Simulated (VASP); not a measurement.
# Cu (Fm-3m) in VASP: single point with HSE06

Aim: the single point of Cu with HSE06.

Everything below comes from runs of VASP 6.6.1. Logs are shortened: lines on timing, memory, paths and dates and some standing lists are left out, and cuts for length are marked.

**1. The cell of the first run**

The structure is cubic, space group Fm-3m (No. 225). The conventional cell has a = 3.630 Å, b = 3.630 Å, c = 3.630 Å, α = 90.00°, β = 90.00°, γ = 90.00°. Within 3.4 Å of Cu (site symmetry m-3m) lie 12 Cu at 2.57 Å.

**2. Single point, HSE06**

POSCAR

```
Cu
1.0
    0.0000000000      1.8148741491      1.8148741491
    1.8148741491      0.0000000000      1.8148741491
    1.8148741491      1.8148741491      0.0000000000
Cu
1
Direct
    0.0000000000      0.0000000000      0.0000000000
```

INCAR.step1

```
ALGO = Normal ; EDIFF = 1E-5
ENCUT = 520 ; GGA = PE
ISIF = 2 ; ISMEAR = 0
KPAR = 4 ; LASPH = T
LCHARG = F ; LREAL = F
LWAVE = T ; NBANDS = 12
NELM = 100 ; PREC = Accurate
SIGMA = 0.1
```

INCAR.step2

```
ALGO = Normal ; EDIFF = 1E-6
ENCUT = 520 ; GGA = PE
HFSCREEN = 0.2079 ; ISIF = 2
ISMEAR = 0 ; ISTART = 1
KPAR = 4 ; LASPH = T
LCHARG = F ; LHFCALC = T
LREAL = F ; LWAVE = F
NBANDS = 12 ; NELM = 100
PREC = Accurate ; PRECFOCK = Normal
SIGMA = 0.1
```

KPOINTS

```
k-points
0
Gamma
  12 12 12
```

Potentials or basis: VASP PAW PBE potentials, release 64 (Cu).

On the command line:

```
$ cat potpaw_PBE.64/Cu/POTCAR > POTCAR
$ cp INCAR.step1 INCAR
$ mpirun -np 4 vasp_std > vasp.out
$ cp INCAR.step2 INCAR
$ mpirun -np 4 vasp_std > vasp.out
```

OUTCAR:

```text
EDIFF = 1E-6
   ENCUT = 520
   GGA = PE
   HFSCREEN = 0.2079
   ISIF = 2
   ISMEAR = 0
   ISTART = 1
   LASPH = T
   LHFCALC = T
   LREAL = F
   NELM = 100
   PREC = Accurate
   PRECFOCK = Normal

 ion  position               nearest neighbor table
   1  0.000  0.000  0.000-

  LATTYP: Found a face centered cubic cell.
 ALAT       =     3.6297482982

  Lattice vectors:

 A1 = (   0.0000000000,   1.8148741491,   1.8148741491)
 A2 = (   1.8148741491,   0.0000000000,   1.8148741491)
 A3 = (   1.8148741491,   1.8148741491,   0.0000000000)

Analysis of symmetry for initial positions (statically):
=====================================================================
 Subroutine PRICEL returns:
 Original cell was already a primitive cell.

 Routine SETGRP: Setting up the symmetry group for a
 face centered cubic supercell.

 Subroutine GETGRP returns: Found 48 space group operations
 (whereof 48 operations were pure point group operations)
 out of a pool of 48 trial point group operations.

The static configuration has the point symmetry O_h .

Analysis of symmetry for dynamics (positions and initial velocities):
=====================================================================
 Subroutine PRICEL returns:
 Original cell was already a primitive cell.

 Routine SETGRP: Setting up the symmetry group for a
 face centered cubic supercell.

 Subroutine GETGRP returns: Found 48 space group operations
 (whereof 48 operations were pure point group operations)
 out of a pool of 48 trial point group operations.

The dynamic configuration has the point symmetry O_h .

 Subroutine INISYM returns: Found 48 space group operations
 (whereof 48 operations are pure point group operations),
 and found     1 'primitive' translations

----------------------------------------------------------------------------------------

                                     Primitive cell

  volume of cell :      11.9555

  direct lattice vectors                    reciprocal lattice vectors
     0.000000000  1.814874149  1.814874149    -0.275501197  0.275501197  0.275501197
     1.814874149  0.000000000  1.814874149     0.275501197 -0.275501197  0.275501197
     1.814874149  1.814874149  0.000000000     0.275501197  0.275501197 -0.275501197

  length of vectors
     2.566619636  2.566619636  2.566619636     0.477182070  0.477182070  0.477182070

  position of ions in fractional coordinates (direct lattice)
     0.000000000  0.000000000  0.000000000

  ion indices of the primitive-cell ions
   primitive index   ion index
                 1           1

----------------------------------------------------------------------------------------

 KPOINTS: k-points

Automatic generation of k-mesh.
 Grid dimensions read from file:
 generate k-points for:   12   12   12

 Generating k-lattice:

  Cartesian coordinates                     Fractional coordinates (reciprocal lattice)
    -0.022958433  0.022958433  0.022958433     0.083333333  0.000000000  0.000000000
     0.022958433 -0.022958433  0.022958433     0.000000000  0.083333333  0.000000000
     0.022958433  0.022958433 -0.022958433     0.000000000  0.000000000  0.083333333

  Length of vectors
     0.039765173  0.039765173  0.039765173

  Shift w.r.t. Gamma in fractional coordinates (k-lattice)
     0.000000000  0.000000000  0.000000000

 Subroutine IBZKPT returns following result:
 ===========================================

 Found     72 irreducible k-points:

 Following reciprocal coordinates:
            Coordinates               Weight
  0.000000  0.000000  0.000000      1.000000
  0.083333  0.000000  0.000000      8.000000
  0.166667  0.000000  0.000000      8.000000
  0.250000  0.000000  0.000000      8.000000
  0.333333  0.000000  0.000000      8.000000
  0.416667  0.000000  0.000000      8.000000
[... 16 lines left out ...]
  0.500000  0.166667  0.000000     24.000000
 -0.416667  0.166667  0.000000     24.000000
 [... further k-points ...]
   k-points           NKPTS =     72   k-points in BZ     NKDIM =   1728   number of bands    NBANDS=     12
   number of dos      NEDOS =    301   number of ions     NIONS =      1
   total plane-waves  NPLWV =   8000
   dimension x,y,z NGX =    20 NGY =   20 NGZ =   20
   dimension x,y,z NGXF=    40 NGYF=   40 NGZF=   40
   ions per type =               1
   NGX,Y,Z   is equivalent  to a cutoff of  12.95, 12.95, 12.95 a.u.
   NGXF,Y,Z  is equivalent  to a cutoff of  25.91, 25.91, 25.91 a.u.
 SYSTEM =  unknown system
   PREC   = accura    normal or accurate (medium, high low for compatibility)
   ISTART =      1    job   : 0-new  1-cont  2-samecut
   ICHARG =      0    charge: 1-file 2-atom 10-const
   ISPIN  =      1    spin polarized calculation?
   LNONCOLLINEAR =      F non collinear calculations
   LSORBIT =      F    spin-orbit coupling
   LASPH  =      T    aspherical Exc in radial PAW
   ENCUT  =  520.0 eV  38.22 Ry    6.18 a.u.   4.77  4.77  4.77*2*pi/ulx,y,z
   NELM   =    100;   NELMIN=  2; NELMDL=  0     # of ELM steps
   EDIFF  = 0.1E-05   stopping-criterion for ELM
   LREAL  =      F    real-space projection
   EDIFFG = 0.1E-04   stopping-criterion for IOM
   NSW    =      0    number of steps for IOM
   IBRION =     -1    ionic relax: 0-MD 1-quasi-New 2-CG
   NFREE  =      0    steps in history (QN), initial steepest desc. (CG)
   ISIF   =      2    stress and relaxation
   ISYM   =      3    0-nonsym 1-usesym 2-fastsym
   POTIM  = 0.5000    time-step for ionic-motion
   TEBEG  =    0.0;   TEEND  =   0.0 temperature during run
   PSTRESS=    0.0 pullay stress
   NELECT =      11.0000    total number of electrons
   NUPDOWN=      -1.0000    fix difference up-down
   EMIN   =  10.00;   EMAX   =-10.00  energy-range for DOS
   EFERMI =   0.00;   METHOD = LEGACY
   ISMEAR =     0;   SIGMA  =   0.10  broadening in eV -4-tet -1-fermi 0-gaus
   EFERMI_NEDOS =   21; number of points for ismear=-14 and -15
   IALGO  =     38    algorithm
   IMIX   =      1    mixing-type and parameters
     AMIX     =   0.40;   BMIX     =  1.00
     AMIX_MAG =   1.60;   BMIX_MAG =  1.00
  volume/ion in A,a.u.               =      11.96        80.68
  Fermi-wavevector in a.u.,A,eV,Ry     =   1.592267  3.008948 34.495041  2.535314
  Thomas-Fermi vector in A             =   2.690679
   LORBIT       =      0    0 simple, 1 ext, 2 COOP (PROOUT), +10 PAW based schemes
   GGA     = PE    functional components
   LHFCALC =     T    Hartree Fock is set to
   PRECFOCK=normal    Normal, Fast or Accurate (Low or Medium for compatibility)
   ENCUT4O =  -1.0   cutoff for four orbital integrals eV
   NKREDX  =     1    reduce k-point grid by
   NKREDY  =     1    reduce k-point grid by
   NKREDZ  =     1    reduce k-point grid by
   AEXX    =    0.2500 exact exchange contribution
   HFSCREEN=    0.2079 screening length (either q_TF or 0.3 A-1)
   HFSCREENC=   0.2079 screening length for correlation (either q_TF or 0.3 A-1)
   ENCUTFOCK=  -1.0 apply spherical cutoff to Coloumb kernel
   IVDW    =     0    specifies the selected vdW correction
   LEPSILON=     F    determine dielectric tensor
   LRPA    =     F    only Hartree local field effects (RPA)
 non-spin polarized calculation
 Gauss-broadening in eV      SIGMA  =   0.10
  energy-cutoff  :      520.00
  volume of cell :       11.96
 maximum number of plane-waves:       332
  NGX = 16; NGY = 16; NGZ = 16

 number of electron      10.9999997 magnetization

 Free energy of the ion-electron system (eV)
  ---------------------------------------------------
  ext. energy  EPLUGINS =         0.00000000
  ---------------------------------------------------
  free energy    TOTEN  =        -3.64257896 eV

  energy without entropy =       -3.64150089  energy(sigma->0) =       -3.64203993

 E-fermi :   6.8892     XC(G=0): -10.2544

 val. band max:        6.8539127472   @ k =   0.5000   0.3333   0.1667
 cond. band min:       7.0596782345   @ k =   0.5000   0.2500   0.0833
 fundamental gap:      0.2057654873
 Fermi energy:         6.8891867849

 k-point     1 :       0.0000    0.0000    0.0000
  band No.  band energies     occupation
      1      -3.0393      2.00000
      2       2.7756      2.00000
      3       2.7756      2.00000
      4       2.7756      2.00000
      5       3.5778      2.00000
      6       3.5778      2.00000
      7      30.8807      0.00000
      8      33.8043      0.00000
      9      33.8043      0.00000
     10      33.8043      0.00000
     11      36.4167      0.00000
     12      36.4167      0.00000

 k-point     2 :       0.0833    0.0000    0.0000
  band No.  band energies     occupation
      1      -2.7571      2.00000
      2       2.7252      2.00000
      3       2.8265      2.00000
      4       2.8265      2.00000
      5       3.5622      2.00000
      6       3.5622      2.00000
      7      29.3133      0.00000
      8      31.8756      0.00000
      9      33.1420      0.00000
     10      33.1421      0.00000
     11      37.4119      0.00000
     12      37.4119      0.00000

 k-point     3 :       0.1667    0.0000    0.0000
  band No.  band energies     occupation
      1      -1.9391      2.00000
      2       2.6201      2.00000
      3       2.9225      2.00000
      4       2.9225      2.00000
      5       3.5683      2.00000
      6       3.5683      2.00000
      7      25.0864      0.00000
      8      31.3552      0.00000
      9      32.1858      0.00000
     10      32.1858      0.00000
     11      38.0180      0.00000
     12      38.6435      0.00000
[... 286 lines left out ...]
 k-point    23 :       0.5000    0.1667    0.0000
  band No.  band energies     occupation
      1       1.2892      2.00000
      2       2.3859      2.00000
      3       3.0631      2.00000
      4       3.0637      2.00000
      5       4.3226      2.00000
      6       7.6196      0.00000
      7      12.9832      0.00000
      8      24.1536      0.00000
      9      26.6586      0.00000
     10      28.8088      0.00000
     11      38.7526      0.00000
     12      39.0392      0.00000

 k-point    24 :      -0.4167    0.1667    0.0000
  band No.  band energies     occupation
      1       1.3311      2.00000
      2       2.4096      2.00000
      3       3.0239      2.00000
      4       3.1670      2.00000
      5       4.1988      2.00000
      6       8.2546      0.00000
      7      12.2302      0.00000
      8      23.1427      0.00000
      9      27.7173      0.00000
     10      29.1961      0.00000
     11      37.8605      0.00000
     12      38.5411      0.00000

 [... further k-points ...]

------------------------ aborting loop because EDIFF is reached ----------------------------------------

  FORCE on cell =-STRESS in cart. coord.  units (eV):
  Direction    XX          YY          ZZ          XY          YZ          ZX
  --------------------------------------------------------------------------------------
  -------------------------------------------------------------------------------------
  Total        0.0101694      0.0101694      0.0101694      0.0000000      0.0000000     -0.0000000
  in kB        1.3628147      1.3628147      1.3628147      0.0000000      0.0000000     -0.0000000
  external PRESSURE =       1.3628147 kB  Pullay stress =       0.0000000 kB

 VOLUME and BASIS-vectors are now :
 -----------------------------------------------------------------------------
  energy-cutoff  :      520.00
  volume of cell :       11.96
      direct lattice vectors                 reciprocal lattice vectors
     0.000000000  1.814874149  1.814874149    -0.275501197  0.275501197  0.275501197
     1.814874149  0.000000000  1.814874149     0.275501197 -0.275501197  0.275501197
     1.814874149  1.814874149  0.000000000     0.275501197  0.275501197 -0.275501197

 POSITION                                       TOTAL-FORCE (eV/Angst)
 -----------------------------------------------------------------------------------
      0.00000      0.00000      0.00000         0.000000     -0.000000     -0.000000
 -----------------------------------------------------------------------------------
    total drift:                                0.000000      0.000000      0.000000

  FREE ENERGIE OF THE ION-ELECTRON SYSTEM (eV)
  ---------------------------------------------------
  free  energy   TOTEN  =        -3.6425789607 eV

  energy  without entropy=       -3.6415008910  energy(sigma->0) =       -3.64203993
```

Wall time 61 min (4 MPI ranks of Intel Xeon Platinum 8259CL at 2.50GHz (Skylake/Cascade Lake), shared host); peak memory 0.25 GiB.

Results:

| Item | Value |
| --- | --- |
| Free energy | -3.6426 eV |
| Pressure | 0.1 GPa |
| Band gap on the k mesh | zero (an odd number of electrons rules out a gap without spin polarisation) |

Caveat: the PAW data sets were made with another functional, which shifts forces and pressure a little.

The gap in the log of VASP goes by the Fermi energy; the results here count the filled bands.